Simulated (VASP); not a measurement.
# Zn (P6_3/mmc) in VASP: further runs, part 2 of 2

VASP 6.6.1. The steps go on from the part before.

### Step 3. Single point, PBEsol (strain +0.040 along x and y, +0.080 along z)

Input file INCAR:

```
ALGO = Fast ; EDIFF = 1E-6
ENCUT = 520 ; GGA = PS
ISIF = 2 ; ISMEAR = 0
LASPH = True ; LCHARG = False
LREAL = False ; LWAVE = False
NBANDS = 19 ; NELM = 100
PREC = Accurate ; SIGMA = 0.15
```

Input file KPOINTS:

```
k-points
0
Gamma
  24 24 10
```

Input file POSCAR:

```
Zn
1.0
    2.7713899753      0.0000000000      0.0000000000
   -1.3856949877      2.4000941224      0.0000000000
    0.0000000000      0.0000000000      5.3424360000
Zn
2
Direct
    0.3333333333      0.6666666667      0.2500000000
    0.6666666667      0.3333333333      0.7500000000
```

Potentials or basis: VASP PAW PBE potentials, release 64 (Zn).

Started as:

```
> cat potpaw_PBE.64/Zn/POTCAR > POTCAR
> mpirun -np 1 vasp_std > vasp.out
```

OUTCAR:

```text
EDIFF = 1E-6
   ENCUT = 520
   GGA = PS
   ISIF = 2
   ISMEAR = 0
   LASPH = True
   LREAL = False
   NELM = 100
   PREC = Accurate

 ion  position               nearest neighbor table
   1  0.333  0.667  0.250-
   2  0.667  0.333  0.750-

  LATTYP: Found a hexagonal cell.
 ALAT       =     2.7713899753
 C/A-ratio  =     1.9277099389

  Lattice vectors:

 A1 = (   2.7713899753,   0.0000000000,   0.0000000000)
 A2 = (  -1.3856949877,   2.4000941224,   0.0000000000)
 A3 = (   0.0000000000,   0.0000000000,   5.3424360000)

Analysis of symmetry for initial positions (statically):
=====================================================================
 Subroutine PRICEL returns:
 Original cell was already a primitive cell.

 Routine SETGRP: Setting up the symmetry group for a
 hexagonal supercell.

 Subroutine GETGRP returns: Found 24 space group operations
 (whereof 12 operations were pure point group operations)
[... 162 lines left out ...]
  ext. energy  EPLUGINS =         0.00000000
  ---------------------------------------------------
  free energy    TOTEN  =        -2.88485169 eV

  energy without entropy =       -2.87963863  energy(sigma->0) =       -2.88224516

 E-fermi :   1.8838     XC(G=0): -10.9001

 val. band max:        1.8816324235   @ k =   0.3750   0.2500   0.4000
 cond. band min:       1.8854996112   @ k =   0.3333   0.2917   0.4000
 fundamental gap:      0.0038671877
 Fermi energy:         1.8838298769

 k-point     1 :       0.0000    0.0000    0.0000
  band No.  band energies     occupation
      1      -7.3506      2.00000
      2      -6.1108      2.00000
      3      -5.5969      2.00000
      4      -5.3981      2.00000
      5      -5.3981      2.00000
      6      -5.3681      2.00000
[... 505 lines left out ...]
      6      -5.2512      2.00000
[... 11 lines left out ...]
     18      15.2196      0.00000
     19      15.9376      0.00000

 [... further k-points ...]

------------------------ aborting loop because EDIFF is reached ----------------------------------------

  FORCE on cell =-STRESS in cart. coord.  units (eV):
  Direction    XX          YY          ZZ          XY          YZ          ZX
  --------------------------------------------------------------------------------------
  -------------------------------------------------------------------------------------
  Total       -2.7148497     -2.7148497     -1.7996604      0.0000000      0.0000000      0.0000000
  in kB     -122.4027368   -122.4027368    -81.1401674      0.0000000      0.0000000      0.0000000
  external PRESSURE =    -108.6485470 kB  Pullay stress =       0.0000000 kB

 VOLUME and BASIS-vectors are now :
 -----------------------------------------------------------------------------
  energy-cutoff  :      520.00
  volume of cell :       35.54
      direct lattice vectors                 reciprocal lattice vectors
     2.771389975  0.000000000  0.000000000     0.360829767  0.208325163  0.000000000
    -1.385694988  2.400094122  0.000000000     0.000000000  0.416650327  0.000000000
     0.000000000  0.000000000  5.342436000     0.000000000  0.000000000  0.187180530

 POSITION                                       TOTAL-FORCE (eV/Angst)
 -----------------------------------------------------------------------------------
     -0.00000      1.60006      1.33561         0.000000     -0.000000      0.000000
      1.38569      0.80003      4.00683        -0.000000      0.000000      0.000000
 -----------------------------------------------------------------------------------
    total drift:                               -0.000000      0.000000      0.000000

  FREE ENERGIE OF THE ION-ELECTRON SYSTEM (eV)
  ---------------------------------------------------
  free  energy   TOTEN  =        -2.8848516934 eV

  energy  without entropy=       -2.8796386283  energy(sigma->0) =       -2.88224516
```

OSZICAR:

```text
N       E                     dE             d eps       ncg     rms          rms(c)
DAV:   1     0.114552803952E+03    0.11455E+03   -0.12274E+04 14098   0.189E+03
DAV:   2     0.229697798187E+01   -0.11226E+03   -0.10869E+03 13978   0.292E+02
DAV:   3    -0.306057901965E+01   -0.53576E+01   -0.53373E+01 15612   0.702E+01
DAV:   4    -0.309567802755E+01   -0.35099E-01   -0.35089E-01 15152   0.596E+00
DAV:   5    -0.309572977158E+01   -0.51744E-04   -0.51744E-04 15174   0.208E-01    0.302E+00
RMM:   6    -0.289798581390E+01    0.19774E+00   -0.82676E-01 15725   0.106E+01    0.244E+00
RMM:   7    -0.289005289676E+01    0.79329E-02   -0.22294E-02 16581   0.212E+00    0.125E+00
RMM:   8    -0.288493349369E+01    0.51194E-02   -0.50856E-03 15577   0.587E-01    0.116E-01
RMM:   9    -0.288488100432E+01    0.52489E-04   -0.17996E-03 16886   0.595E-01    0.859E-02
RMM:  10    -0.288485127478E+01    0.29730E-04   -0.15482E-04 16588   0.132E-01    0.874E-03
RMM:  11    -0.288485176761E+01   -0.49283E-06   -0.14319E-05 16243   0.392E-02    0.226E-03
RMM:  12    -0.288485169336E+01    0.74254E-07   -0.66421E-07  9942   0.893E-03
   1 F= -.28848517E+01 E0= -.28822452E+01  d E =-.521307E-02
```

stdout:

```text
POSCAR found type information on POSCAR Zn
 POSCAR found :  1 types and       2 ions
 scaLAPACK will be used
 -----------------------------------------------------------------------------
|                                                                             |
|                                                                             |
|     You enforced a specific xc type in the INCAR file but a different       |
|     I HOPE YOU KNOW WHAT YOU ARE DOING!                                     |
|                                                                             |
 -----------------------------------------------------------------------------

 LDA part: xc-table for (Slater+PW92), standard interpolation
 POSCAR, INCAR and KPOINTS ok, starting setup
 FFT: planning ... GRIDC
 FFT: planning ... GRID_SOFT
 FFT: planning ... GRID
 WAVECAR not read
 entering main loop
WARNING in EDDRMM: call to ZHEGV failed, returncode =   8  4     18
WARNING in EDDRMM: call to ZHEGV failed, returncode =   8  4     19
WARNING in EDDRMM: call to ZHEGV failed, returncode =   8  4     18
WARNING in EDDRMM: call to ZHEGV failed, returncode =   8  4     19
```

Run time: 2.6 min. Hardware: 1 thread of Intel Xeon Platinum 8259CL at 2.50GHz (Skylake/Cascade Lake), shared host; peak memory 0.31 GiB.

What came out:

```yaml
Free_energy: -2.8849 eV
Pressure: -10.9 GPa
Band_gap_on_the_k_mesh: zero (band 12 reaches 3.39 eV, above the bottom of band 13 at -1.13 eV)
```

Caveat: the cell differs from its parent crystal (strain +0.040 along x and y, +0.080 along z); the PAW data sets were made with another functional, which shifts forces and pressure a little.
